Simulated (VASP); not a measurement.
Runs of VASP 6.6.1 on PtC2. The structure is that of space group Pnnm (No. 58), or close to it. The cells are those of the table. 

| task | potentials or basis | cell | k mesh | cutoff (eV) | second run | gap on the mesh (eV) | pressure (GPa) | largest force (eV/Å) |
| --- | --- | --- | --- | --- | --- | --- | --- | --- |
| single point | VASP PAW PBE potentials, release 64 (Pt, C) | a = 4.016, b = 5.024, c = 3.049 Å, 6 atoms | 10 × 8 × 12 | 520 | - | none | 0.1 | 0.06 |
| relaxation of cell and atoms | VASP PAW PBE potentials, release 64 (Pt, C) | relaxed from a = 3.906, b = 4.767, c = 2.976 Å, 6 atoms | 4 × 4 × 6 | 600 | - | none | 0.0 | - |
| single point | VASP PAW PBE potentials, release 64 (Pt, C) | a = 3.906, b = 4.767, c = 2.976 Å, 6 atoms | 6 × 4 × 6 | 520 | - | none | 52.4 | (b) |
| single point | VASP PAW PBE potentials, release 64 (Pt, C) | a = 4.018, b = 5.023, c = 3.043 Å, 6 atoms | 4 × 4 × 6 | 520 | - | none | (a) | 0.06 |
| single point | VASP PAW PBE potentials, release 64 (Pt_sv_GW, C) | a = 4.018, b = 5.023, c = 3.043 Å, 6 atoms | 4 × 4 × 6 | 600 | valence_matched | none | -0.3 | 0.05 |

Alike in all rows: level PBE; no spin polarisation; smearing gaussian 0.1 eV.

Q: Fill in the values left out.

A: (a) 0.3; (b) 4.54.

Caveats: some runs use coarse meshes; spin-orbit coupling is left out, which moves the levels of the heavy elements; forces of over 1 eV/Å act on the atoms, so gaps and moduli don't describe the material at rest (some runs).

A k mesh can miss the band edges, and the runs leave out spin-orbit coupling on Pt.

A gap of «none» marks levels without a gap at the run's occupations.

The runs don't all hold the same shells in valence.
